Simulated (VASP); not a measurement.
# Hf (Pm-3m) in VASP: notebook

Runs on Hf. Level: revPBE. Tasks: single point.

Program: VASP 6.6.1. These are calculated values, not measurements. Logs are shortened: lines on timing, memory, paths and dates and some standing lists are left out, and cuts for length are marked.

## (1) The cell of the first run

The structure is cubic, space group Pm-3m (No. 221). Conventional cell: a = 2.940 Å, b = 2.940 Å, c = 2.940 Å, α = 90.00°, β = 90.00°, γ = 90.00°. Within 3.9 Å of Hf (site symmetry m-3m) lie 6 Hf at 2.94 Å.

## (2) Single point, revPBE

The input, INCAR:

```
PREC = Accurate
ENCUT = 520
EDIFF = 1E-6
ISMEAR = -1
SIGMA = 0.1
LREAL = F
LASPH = T
NELM = 60
ALGO = Normal
ISIF = 2
LWAVE = F
LCHARG = F
GGA = RE
NBANDS = 11
```

The input, KPOINTS:

```
Automatic mesh
0
Gamma
  11 11 11
```

The input, POSCAR:

```
Hf
1.0
    2.9403448226      0.0000000000      0.0000000000
    0.0000000000      2.9403448226      0.0000000000
    0.0000000000      0.0000000000      2.9403448226
Hf
1
Direct
    0.0000000000      0.0000000000      0.0000000000
```

Potentials or basis: VASP PAW PBE potentials, release 64 (Hf_pv).

Started as:

```
cat potpaw_PBE.64/Hf_pv/POTCAR > POTCAR
mpirun -np 1 vasp_std > vasp.out
```

OUTCAR:

```text
PREC = Accurate
   ENCUT = 520
   EDIFF = 1E-6
   ISMEAR = -1
   LREAL = F
   LASPH = T
   NELM = 60
   ISIF = 2
   GGA = RE

 ion  position               nearest neighbor table
   1  0.000  0.000  0.000-

  LATTYP: Found a simple cubic cell.
 ALAT       =     2.9403448226

  Lattice vectors:

 A1 = (   2.9403448226,   0.0000000000,   0.0000000000)
 A2 = (   0.0000000000,   2.9403448226,   0.0000000000)
 A3 = (   0.0000000000,   0.0000000000,   2.9403448226)

Analysis of symmetry for initial positions (statically):
=====================================================================
 Subroutine PRICEL returns:
 Original cell was already a primitive cell.

 Routine SETGRP: Setting up the symmetry group for a
 simple cubic supercell.

 Subroutine GETGRP returns: Found 48 space group operations
 (whereof 48 operations were pure point group operations)
 out of a pool of 48 trial point group operations.

The static configuration has the point symmetry O_h .

Analysis of symmetry for dynamics (positions and initial velocities):
=====================================================================
 Subroutine PRICEL returns:
 Original cell was already a primitive cell.

 Routine SETGRP: Setting up the symmetry group for a
 simple cubic supercell.

 Subroutine GETGRP returns: Found 48 space group operations
 (whereof 48 operations were pure point group operations)
 out of a pool of 48 trial point group operations.

The dynamic configuration has the point symmetry O_h .

 Subroutine INISYM returns: Found 48 space group operations
 (whereof 48 operations are pure point group operations),
 and found     1 'primitive' translations

----------------------------------------------------------------------------------------

                                     Primitive cell

  volume of cell :      25.4211

  direct lattice vectors                    reciprocal lattice vectors
     2.940344823  0.000000000  0.000000000     0.340096166  0.000000000  0.000000000
     0.000000000  2.940344823  0.000000000     0.000000000  0.340096166  0.000000000
     0.000000000  0.000000000  2.940344823     0.000000000  0.000000000  0.340096166

  length of vectors
     2.940344823  2.940344823  2.940344823     0.340096166  0.340096166  0.340096166

  position of ions in fractional coordinates (direct lattice)
     0.000000000  0.000000000  0.000000000

  ion indices of the primitive-cell ions
   primitive index   ion index
                 1           1

----------------------------------------------------------------------------------------

 KPOINTS: Automatic mesh

Automatic generation of k-mesh.
 Grid dimensions read from file:
 generate k-points for:   11   11   11

 Generating k-lattice:

  Cartesian coordinates                     Fractional coordinates (reciprocal lattice)
     0.030917833  0.000000000  0.000000000     0.090909091  0.000000000  0.000000000
     0.000000000  0.030917833  0.000000000     0.000000000  0.090909091  0.000000000
     0.000000000  0.000000000  0.030917833     0.000000000  0.000000000  0.090909091

  Length of vectors
     0.030917833  0.030917833  0.030917833

  Shift w.r.t. Gamma in fractional coordinates (k-lattice)
     0.000000000  0.000000000  0.000000000

 Subroutine IBZKPT returns following result:
 ===========================================

 Found     56 irreducible k-points:

 Following reciprocal coordinates:
            Coordinates               Weight
  0.000000  0.000000  0.000000      1.000000
  0.090909  0.000000  0.000000      6.000000
  0.181818  0.000000  0.000000      6.000000
  0.272727  0.000000  0.000000      6.000000
  0.363636  0.000000  0.000000      6.000000
  0.454545  0.000000  0.000000      6.000000
[... 16 lines left out ...]
  0.181818  0.090909  0.090909     24.000000
  0.272727  0.090909  0.090909     24.000000
 [... further k-points ...]
   k-points           NKPTS =     56   k-points in BZ     NKDIM =     56   number of bands    NBANDS=     11
   number of dos      NEDOS =    301   number of ions     NIONS =      1
   total plane-waves  NPLWV =  13824
   dimension x,y,z NGX =    24 NGY =   24 NGZ =   24
   dimension x,y,z NGXF=    48 NGYF=   48 NGZF=   48
   ions per type =               1
   NGX,Y,Z   is equivalent  to a cutoff of  13.57, 13.57, 13.57 a.u.
   NGXF,Y,Z  is equivalent  to a cutoff of  27.14, 27.14, 27.14 a.u.
 SYSTEM =  unknown system
   PREC   = accura    normal or accurate (medium, high low for compatibility)
   ISTART =      0    job   : 0-new  1-cont  2-samecut
   ICHARG =      2    charge: 1-file 2-atom 10-const
   ISPIN  =      1    spin polarized calculation?
   LNONCOLLINEAR =      F non collinear calculations
   LSORBIT =      F    spin-orbit coupling
   LASPH  =      T    aspherical Exc in radial PAW
   ENCUT  =  520.0 eV  38.22 Ry    6.18 a.u.   5.47  5.47  5.47*2*pi/ulx,y,z
   NELM   =     60;   NELMIN=  2; NELMDL= -5     # of ELM steps
   EDIFF  = 0.1E-05   stopping-criterion for ELM
   LREAL  =      F    real-space projection
   EDIFFG = 0.1E-04   stopping-criterion for IOM
   NSW    =      0    number of steps for IOM
   IBRION =     -1    ionic relax: 0-MD 1-quasi-New 2-CG
   NFREE  =      0    steps in history (QN), initial steepest desc. (CG)
   ISIF   =      2    stress and relaxation
   ISYM   =      2    0-nonsym 1-usesym 2-fastsym
   POTIM  = 0.5000    time-step for ionic-motion
   TEBEG  =    0.0;   TEEND  =   0.0 temperature during run
   PSTRESS=    0.0 pullay stress
   NELECT =      10.0000    total number of electrons
   NUPDOWN=      -1.0000    fix difference up-down
   EMIN   =  10.00;   EMAX   =-10.00  energy-range for DOS
   EFERMI =   0.00;   METHOD = LEGACY
   ISMEAR =    -1;   SIGMA  =   0.10  broadening in eV -4-tet -1-fermi 0-gaus
   EFERMI_NEDOS =   21; number of points for ismear=-14 and -15
   IALGO  =     38    algorithm
   IMIX   =      4    mixing-type and parameters
     AMIX     =   0.40;   BMIX     =  1.00
     AMIX_MAG =   1.60;   BMIX_MAG =  1.00
  volume/ion in A,a.u.               =      25.42       171.55
  Fermi-wavevector in a.u.,A,eV,Ry     =   1.199527  2.266777 19.576936  1.438864
  Thomas-Fermi vector in A             =   2.335387
   LORBIT       =      0    0 simple, 1 ext, 2 COOP (PROOUT), +10 PAW based schemes
   GGA     = RE    functional components
   LHFCALC =     F    Hartree Fock is set to
   AEXX    =    0.0000 exact exchange contribution
   IVDW    =     0    specifies the selected vdW correction
   LEPSILON=     F    determine dielectric tensor
   LRPA    =     F    only Hartree local field effects (RPA)
 non-spin polarized calculation
  energy-cutoff  :      520.00
  volume of cell :       25.42
 maximum number of plane-waves:       711
 NGX is ok and might be reduce to    24
   NGX = 11   NGY = 11   NGZ = 11

 number of electron      10.0000002 magnetization

 Free energy of the ion-electron system (eV)
  ---------------------------------------------------
  ext. energy  EPLUGINS =         0.00000000
  ---------------------------------------------------
  free energy    TOTEN  =        -8.52265614 eV

  energy without entropy =       -8.46159370  energy(sigma->0) =       -8.49212492

 E-fermi :   3.7198     XC(G=0): -10.5748

 val. band max:        3.7190143226   @ k =   0.4545   0.4545   0.2727
 cond. band min:       3.7406393228   @ k =   0.3636   0.2727   0.1818
 fundamental gap:      0.0216250002
 Fermi energy:         3.7197579555

 k-point     1 :       0.0000    0.0000    0.0000
  band No.  band energies     occupation
      1     -26.3781      2.00000
      2     -26.3781      2.00000
      3     -26.3781      2.00000
      4      -2.6831      2.00000
      5       2.3728      2.00000
      6       2.3728      2.00000
      7      10.0149      0.00000
      8      10.0149      0.00000
      9      10.0149      0.00000
     10      16.3122      0.00000
     11      16.3122      0.00000

 k-point     2 :       0.0909    0.0000    0.0000
  band No.  band energies     occupation
      1     -26.4493      2.00000
      2     -26.3722      2.00000
      3     -26.3722      2.00000
      4      -2.4743      2.00000
      5       2.4336      1.99999
      6       2.5611      1.99998
      7       9.6058      0.00000
      8       9.6059      0.00000
      9      10.0416      0.00000
     10      15.2325      0.00000
     11      16.8247      0.00000

 k-point     3 :       0.1818    0.0000    0.0000
  band No.  band energies     occupation
      1     -26.6363      2.00000
      2     -26.3563      2.00000
      3     -26.3563      2.00000
      4      -1.8984      2.00000
      5       2.6030      1.99997
      6       3.0630      1.99719
      7       8.7237      0.00000
      8       8.7237      0.00000
      9      10.1141      0.00000
     10      13.5293      0.00000
     11      16.7792      0.00000

 k-point     4 :       0.2727    0.0000    0.0000
  band No.  band energies     occupation
      1     -26.8733      2.00000
      2     -26.3354      2.00000
      3     -26.3354      2.00000
      4      -1.0817      2.00000
      5       2.8399      1.99970
      6       3.6284      1.42744
      7       7.8273      0.00000
      8       7.8273      0.00000
      9      10.2113      0.00000
     10      12.3455      0.00000
     11      16.7796      0.00000
[... 239 lines left out ...]
 k-point    22 :       0.0909    0.0909    0.0909
  band No.  band energies     occupation
      1     -26.4445      2.00000
      2     -26.4331      2.00000
      3     -26.4331      2.00000
      4      -2.0567      2.00000
      5       2.7497      1.99988
      6       2.7497      1.99988
      7       8.9774      0.00000
      8       9.3149      0.00000
      9       9.3149      0.00000
     10      15.7782      0.00000
     11      16.4964      0.00000

 k-point    23 :       0.1818    0.0909    0.0909
  band No.  band energies     occupation
      1     -26.6230      2.00000
      2     -26.4236      2.00000
      3     -26.4167      2.00000
      4      -1.4833      2.00000
      5       2.9195      1.99933
      6       3.2600      1.98004
      7       8.1476      0.00000
      8       8.3711      0.00000
      9       9.3582      0.00000
     10      14.5004      0.00000
     11      16.7666      0.00000

 k-point    24 :       0.2727    0.0909    0.0909
  band No.  band energies     occupation
      1     -26.8581      2.00000
      2     -26.4019      2.00000
      3     -26.3951      2.00000
      4      -0.6718      2.00000
      5       3.1621      1.99246
      6       3.7713      0.74801
      7       7.4098      0.00000
      8       7.4519      0.00000
      9       9.4806      0.00000
     10      13.1942      0.00000
     11      16.7770      0.00000

 [... further k-points ...]

------------------------ aborting loop because EDIFF is reached ----------------------------------------

  FORCE on cell =-STRESS in cart. coord.  units (eV):
  Direction    XX          YY          ZZ          XY          YZ          ZX
  --------------------------------------------------------------------------------------
  -------------------------------------------------------------------------------------
  Total       -0.0467447     -0.0467447     -0.0467447      0.0000000      0.0000000      0.0000000
  in kB       -2.9461032     -2.9461032     -2.9461032      0.0000000      0.0000000      0.0000000
  external PRESSURE =      -2.9461032 kB  Pullay stress =       0.0000000 kB

 VOLUME and BASIS-vectors are now :
 -----------------------------------------------------------------------------
  energy-cutoff  :      520.00
  volume of cell :       25.42
      direct lattice vectors                 reciprocal lattice vectors
     2.940344823  0.000000000  0.000000000     0.340096166  0.000000000  0.000000000
     0.000000000  2.940344823  0.000000000     0.000000000  0.340096166  0.000000000
     0.000000000  0.000000000  2.940344823     0.000000000  0.000000000  0.340096166

 POSITION                                       TOTAL-FORCE (eV/Angst)
 -----------------------------------------------------------------------------------
      0.00000      0.00000      0.00000         0.000000      0.000000      0.000000
 -----------------------------------------------------------------------------------
    total drift:                               -0.000000     -0.000000      0.000000

  FREE ENERGIE OF THE ION-ELECTRON SYSTEM (eV)
  ---------------------------------------------------
  free  energy   TOTEN  =        -8.5226561404 eV

  energy  without entropy=       -8.4615936960  energy(sigma->0) =       -8.49212492
```

It used 6.8 s of CPU time on 1 thread of Intel Xeon 6975P-C, with other jobs on the host.

Results:

| Property | Result |
| --- | --- |
| Free energy | -8.5227 eV |
| Pressure | -0.3 GPa |
| Band gap on the k mesh | zero (band 5 reaches 4.59 eV, above the bottom of band 6 at 2.37 eV) |

Levels at points of the mesh, in eV from the Fermi level:
```csv
k point,band 1,band 2,band 3,band 4,band 5,band 6,band 7,band 8,band 9,band 10
"(0.00, 0.00, 0.00)",-30.10,-30.10,-30.10,-6.40,-1.35,-1.35,6.30,6.30,6.30,12.59
```

Caveat: the PAW data sets were made with another functional, which shifts forces and pressure a little; spin-orbit coupling is left out, which moves the levels of the heavy elements.

[end of part 1 of 2]
